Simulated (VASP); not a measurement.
# Si3GeO8 (P1) in VASP: single point with PBEsol

Aim: the single point of Si3GeO8 with PBEsol.

All numbers are computed with VASP 6.6.1; they aren't measurements. Logs are shortened: lines on timing, memory, paths and dates and some standing lists are left out, and cuts for length are marked.

## 1. The cell of the first run

The typed cell holds 12 atoms: a = 4.253 Å, b = 4.253 Å, c = 5.460 Å, α = 90.00°, β = 90.00°, γ = 90.00°.

## 2. Single point, PBEsol, collinear spin, ferromagnetic start

Input file INCAR:

```
ALGO = Normal
EDIFF = 1E-6
ENCUT = 600
GGA = PS
GGA_COMPAT = F
ISIF = 2
ISMEAR = -1
ISPIN = 2
LASPH = T
LCHARG = F
LORBIT = 11
LREAL = F
LWAVE = F
MAGMOM = 0.667 0.667 0.667 0.667 0.667 0.667 0.667 0.667 0.667 0.667 0.667 0.667
NBANDS = 53
NELM = 200
PREC = Accurate
SIGMA = 0.05
```

Input file KPOINTS:

```
Automatic mesh
0
Gamma
  2 2 2
  0.5 0.5 0.5
```

Input file POSCAR:

```
Si3GeO8
1.0
    4.2527440000      0.0000000000      0.0000000000
    0.0000000000      4.2527440000      0.0000000000
    0.0000000000      0.0000000000      5.4599470000
Si Ge O
3 1 8
Direct
    0.0131530000      0.0148680000      0.0022480000
    0.4818460000      0.4886510000      0.2447380000
    0.4875210000      0.5091390000      0.7560830000
    0.9879720000      0.0028540000      0.5175390000
    0.2763430000      0.3090890000      0.0123370000
    0.3291670000      0.2878530000      0.4869370000
    0.6506360000      0.6587570000      0.0017000000
    0.6913460000      0.6898470000      0.5065640000
    0.1874020000      0.7869320000      0.2668480000
    0.1920620000      0.7953460000      0.7706140000
    0.8124460000      0.1998960000      0.2492070000
    0.8324520000      0.2088520000      0.7426430000
```

Potentials or basis: VASP PAW PBE potentials, release 64 (Si, Ge_d, O).

Started as:

```bash
> cat potpaw_PBE.64/Si/POTCAR potpaw_PBE.64/Ge_d/POTCAR potpaw_PBE.64/O/POTCAR > POTCAR
> mpirun -np 1 vasp_std > vasp.out
```

OUTCAR:

```text
EDIFF = 1E-6
   ENCUT = 600
   GGA = PS
   ISIF = 2
   ISMEAR = -1
   ISPIN = 2
   LASPH = T
   LORBIT = 11
   LREAL = F
   NELM = 200
   PREC = Accurate

 ion  position               nearest neighbor table
   1  0.013  0.015  0.002-   5 1.68  10 1.75  11 1.78  12 1.81   9 1.89   7 2.16   4 2.65   4 2.82
                             2 3.13
   2  0.482  0.489  0.245-   7 1.67   6 1.70   5 1.72   9 1.79  11 1.87   8 1.89   3 2.67   3 2.79
                             1 3.13
   3  0.488  0.509  0.756-   7 1.64  10 1.75   8 1.79   5 1.87   6 1.87  12 1.95   2 2.67   2 2.79

   4  0.988  0.003  0.518-  12 1.65   8 1.83  11 1.85   9 1.85  10 1.86   6 1.90   1 2.65   1 2.82

   5  0.276  0.309  0.012-   1 1.68   2 1.72   3 1.87
   6  0.329  0.288  0.487-   2 1.70   3 1.87   4 1.90
   7  0.651  0.659  0.002-   3 1.64   2 1.67   1 2.16
   8  0.691  0.690  0.507-   3 1.79   4 1.83   2 1.89
   9  0.187  0.787  0.267-   2 1.79   4 1.85   1 1.89
  10  0.192  0.795  0.771-   1 1.75   3 1.75   4 1.86
  11  0.812  0.200  0.249-   1 1.78   4 1.85   2 1.87
  12  0.832  0.209  0.743-   4 1.65   1 1.81   3 1.95

  LATTYP: Found a simple tetragonal cell.
 ALAT       =     4.2527440000
 C/A-ratio  =     1.2838644884

  Lattice vectors:

 A1 = (   4.2527440000,   0.0000000000,   0.0000000000)
 A2 = (   0.0000000000,   4.2527440000,   0.0000000000)
 A3 = (   0.0000000000,   0.0000000000,   5.4599470000)

Analysis of symmetry for initial positions (statically):
=====================================================================
 Subroutine PRICEL returns:
 Original cell was already a primitive cell.

 Routine SETGRP: Setting up the symmetry group for a
 simple tetragonal supercell.

 Subroutine GETGRP returns: Found  1 space group operations
 (whereof  1 operations were pure point group operations)
 out of a pool of 16 trial point group operations.

The static configuration has the point symmetry C_1 .

Analysis of symmetry for dynamics (positions and initial velocities):
=====================================================================
 Subroutine PRICEL returns:
 Original cell was already a primitive cell.

 Routine SETGRP: Setting up the symmetry group for a
 simple tetragonal supercell.

 Subroutine GETGRP returns: Found  1 space group operations
 (whereof  1 operations were pure point group operations)
 out of a pool of 16 trial point group operations.

The dynamic configuration has the point symmetry C_1 .

Analysis of structural, dynamic, and magnetic symmetry:
=====================================================================
 Subroutine PRICEL returns:
 Original cell was already a primitive cell.

 Routine SETGRP: Setting up the symmetry group for a
 simple tetragonal supercell.

 Subroutine GETGRP returns: Found  1 space group operations
 (whereof  1 operations were pure point group operations)
 out of a pool of 16 trial point group operations.

The overall configuration has the point symmetry C_1 .

 Subroutine INISYM returns: Found  1 space group operations
 (whereof  1 operations are pure point group operations),
 and found     1 'primitive' translations

----------------------------------------------------------------------------------------

                                     Primitive cell

  volume of cell :      98.7477

  direct lattice vectors                    reciprocal lattice vectors
     4.252744000  0.000000000  0.000000000     0.235142299  0.000000000  0.000000000
     0.000000000  4.252744000  0.000000000     0.000000000  0.235142299  0.000000000
     0.000000000  0.000000000  5.459947000     0.000000000  0.000000000  0.183151961

  length of vectors
     4.252744000  4.252744000  5.459947000     0.235142299  0.235142299  0.183151961

  position of ions in fractional coordinates (direct lattice)
     0.013153000  0.014868000  0.002248000
[... 69 lines left out ...]
   ISTART =      0    job   : 0-new  1-cont  2-samecut
   ICHARG =      2    charge: 1-file 2-atom 10-const
   ISPIN  =      2    spin polarized calculation?
   LNONCOLLINEAR =      F non collinear calculations
   LSORBIT =      F    spin-orbit coupling
   LASPH  =      T    aspherical Exc in radial PAW
   ENCUT  =  600.0 eV  44.10 Ry    6.64 a.u.   8.49  8.49 10.90*2*pi/ulx,y,z
   NELM   =    200;   NELMIN=  2; NELMDL= -5     # of ELM steps
   EDIFF  = 0.1E-05   stopping-criterion for ELM
   LREAL  =      F    real-space projection
   EDIFFG = 0.1E-04   stopping-criterion for IOM
   NSW    =      0    number of steps for IOM
   IBRION =     -1    ionic relax: 0-MD 1-quasi-New 2-CG
   NFREE  =      0    steps in history (QN), initial steepest desc. (CG)
   ISIF   =      2    stress and relaxation
   ISYM   =      2    0-nonsym 1-usesym 2-fastsym
   POTIM  = 0.5000    time-step for ionic-motion
   TEBEG  =    0.0;   TEEND  =   0.0 temperature during run
   PSTRESS=    0.0 pullay stress
   NELECT =      74.0000    total number of electrons
   NUPDOWN=      -1.0000    fix difference up-down
   EMIN   =  10.00;   EMAX   =-10.00  energy-range for DOS
   EFERMI =   0.00;   METHOD = LEGACY
   ISMEAR =    -1;   SIGMA  =   0.05  broadening in eV -4-tet -1-fermi 0-gaus
   EFERMI_NEDOS =   21; number of points for ismear=-14 and -15
   IALGO  =     38    algorithm
   IMIX   =      4    mixing-type and parameters
     AMIX     =   0.40;   BMIX     =  1.00
     AMIX_MAG =   1.60;   BMIX_MAG =  1.00
  volume/ion in A,a.u.               =       8.23        55.53
  Fermi-wavevector in a.u.,A,eV,Ry     =   1.486996  2.810015 30.084614  2.211157
  Thomas-Fermi vector in A             =   2.600212
   LORBIT       =     11    0 simple, 1 ext, 2 COOP (PROOUT), +10 PAW based schemes
   GGA     = PS    functional components
   LHFCALC =     F    Hartree Fock is set to
   AEXX    =    0.0000 exact exchange contribution
   IVDW    =     0    specifies the selected vdW correction
   LEPSILON=     F    determine dielectric tensor
   LRPA    =     F    only Hartree local field effects (RPA)
 spin polarized calculation
  energy-cutoff  :      600.00
  volume of cell :       98.75
 maximum number of plane-waves:      3295
 NGX is ok and might be reduce to    36
   NGX = 17   NGY = 17   NGZ = 21

 number of electron      73.9999991 magnetization       0.0001827

 number of electron      73.9999991 magnetization      -0.0000834

 Free energy of the ion-electron system (eV)
  ---------------------------------------------------
  ext. energy  EPLUGINS =         0.00000000
  ---------------------------------------------------
  free energy    TOTEN  =       -91.95589517 eV

  energy without entropy =      -91.95589517  energy(sigma->0) =      -91.95589517

 E-fermi :   7.9550     XC(G=0): -12.4420

 val. band max:        6.7761491707   @ k =  -0.2500  -0.2500   0.2500
 cond. band min:      13.0056660814   @ k =   0.2500  -0.2500   0.2500
 fundamental gap:      6.2295169107
 Fermi energy:         7.9549711803

 spin component 1

 k-point     1 :       0.2500    0.2500    0.2500
  band No.  band energies     occupation
      1     -17.0043      1.00000
      2     -16.7425      1.00000
      3     -16.4188      1.00000
      4     -16.3933      1.00000
      5     -16.3463      1.00000
      6     -14.1897      1.00000
[... 197 lines left out ...]
     48      19.3550      0.00000
     49      19.6099      0.00000
 Fermi energy:         7.9549711803

 spin component 2

 k-point     1 :       0.2500    0.2500    0.2500
  band No.  band energies     occupation
      1     -17.0043      1.00000
      2     -16.7425      1.00000
      3     -16.4188      1.00000
      4     -16.3932      1.00000
      5     -16.3463      1.00000
      6     -14.1897      1.00000
[... 197 lines left out ...]
     48      19.3550      0.00000
     49      19.6098      0.00000
 [bands above 49 left out]

------------------------ aborting loop because EDIFF is reached ----------------------------------------

  FORCE on cell =-STRESS in cart. coord.  units (eV):
  Direction    XX          YY          ZZ          XY          YZ          ZX
  --------------------------------------------------------------------------------------
  -------------------------------------------------------------------------------------
  Total        7.7664407      6.5743881      5.9802093      3.2785869      2.0306048     -0.6613172
  in kB      126.0102019    106.6691931     97.0286659     53.1949457     32.9464841    -10.7298464
  external PRESSURE =     109.9026869 kB  Pullay stress =       0.0000000 kB

 VOLUME and BASIS-vectors are now :
 -----------------------------------------------------------------------------
  energy-cutoff  :      600.00
  volume of cell :       98.75
      direct lattice vectors                 reciprocal lattice vectors
     4.252744000  0.000000000  0.000000000     0.235142299  0.000000000  0.000000000
     0.000000000  4.252744000  0.000000000     0.000000000  0.235142299  0.000000000
     0.000000000  0.000000000  5.459947000     0.000000000  0.000000000  0.183151961

 POSITION                                       TOTAL-FORCE (eV/Angst)
 -----------------------------------------------------------------------------------
      0.05594      0.06323      0.01227        -0.895132     -1.077923      2.164443
      2.04917      2.07811      1.33626         0.803334      0.503140      2.042640
      2.07330      2.16524      4.12817        -0.008124     -1.165315     -2.405161
      4.20159      0.01214      2.82574         1.730297     -2.386082     -5.081656
      1.17522      1.31448      0.06736         1.321620     -0.916120     -1.649966
      1.39986      1.22417      2.65865        -0.033835      0.821240      2.663398
      2.76699      2.80152      0.00928         3.477318      3.170569      0.356931
      2.94012      2.93374      2.76581        -1.716402     -1.013891      0.327537
      0.79697      3.34662      1.45698        -0.137838      0.396799     -2.346837
      0.81679      3.38240      4.20751        -0.233158      0.020418      0.204959
      3.45512      0.85011      1.36066        -1.102438     -0.224898     -1.689648
      3.54021      0.88819      4.05479        -3.205644      1.872062      5.413361
 -----------------------------------------------------------------------------------
    total drift:                                0.001586     -0.000006      0.001139

  FREE ENERGIE OF THE ION-ELECTRON SYSTEM (eV)
  ---------------------------------------------------
  free  energy   TOTEN  =       -91.9558951729 eV

  energy  without entropy=      -91.9558951728  energy(sigma->0) =      -91.95589517

 total charge

# of ion       s       p       d       tot
------------------------------------------
    1        0.599   0.839   0.000   1.439
    2        0.598   0.899   0.000   1.496
    3        0.597   0.856   0.000   1.453
    4        0.931   1.364  10.649  12.943
    5        1.551   3.694   0.000   5.245
    6        1.548   3.630   0.000   5.177
    7        1.550   3.692   0.000   5.243
    8        1.544   3.613   0.000   5.157
    9        1.544   3.605   0.000   5.148
   10        1.546   3.661   0.000   5.207
   11        1.545   3.615   0.000   5.160
   12        1.553   3.659   0.000   5.213
--------------------------------------------------
tot         15.105  33.128  10.649  58.882

 magnetization (x)

# of ion       s       p       d       tot
------------------------------------------
    1       -0.000  -0.000   0.000  -0.000
    2       -0.000   0.000   0.000   0.000
    3       -0.000   0.000   0.000  -0.000
    4       -0.000  -0.000   0.000   0.000
    5        0.000  -0.000   0.000  -0.000
    6        0.000   0.000   0.000   0.000
    7        0.000  -0.000   0.000  -0.000
    8        0.000  -0.000   0.000   0.000
    9        0.000  -0.000   0.000   0.000
   10       -0.000   0.000   0.000   0.000
   11        0.000  -0.000   0.000  -0.000
   12       -0.000  -0.000   0.000  -0.000
--------------------------------------------------
tot          0.000  -0.000   0.000   0.000
```

Run time: 2.1 min. Hardware: 1 thread of Intel Xeon 8259CL, shared host; peak memory 0.29 GiB.

Results:

* Free energy: -91.9559 eV
* Pressure: 11.0 GPa
* Largest force: 6.564 eV/Å
* Band gap on the k mesh: 6.23 eV (least direct gap 6.28 eV)
* Net moment: 0.00 μB per cell
* Valence electrons inside the program's atomic spheres: Si 1.44, 1.50, 1.45; Ge 12.94; O 5.25, 5.18, 5.24, 5.16, 5.15, 5.21 (each value once)

Forces in eV/Å, atoms in the order of the input:
```
Si  -0.895 -1.078  2.164
Si   0.803  0.503  2.043
Si  -0.008 -1.165 -2.405
Ge   1.730 -2.386 -5.082
O    1.322 -0.916 -1.650
O   -0.034  0.821  2.663
O    3.477  3.171  0.357
O   -1.716 -1.014  0.328
O   -0.138  0.397 -2.347
O   -0.233  0.020  0.205
O   -1.102 -0.225 -1.690
O   -3.206  1.872  5.413
```

Levels at points of the mesh, in eV from the valence-band top:
Spin up:
```tsv
k point	band 35	band 36	band 37	band 38	band 39	band 40
(0.25, 0.25, 0.25)	-0.85	-0.56	-0.03	6.43	7.16	7.76
```
Spin down:
```csv
k point,band 35,band 36,band 37,band 38,band 39,band 40
"(0.25, 0.25, 0.25)",-0.85,-0.56,-0.03,6.43,7.16,7.76
```

Caveat: the k points lie up to 0.74 Å⁻¹ apart; the PAW data sets were made with another functional, which shifts forces and pressure a little; a shifted mesh leaves out Γ, where band edges can lie. A k mesh can miss the band edges.
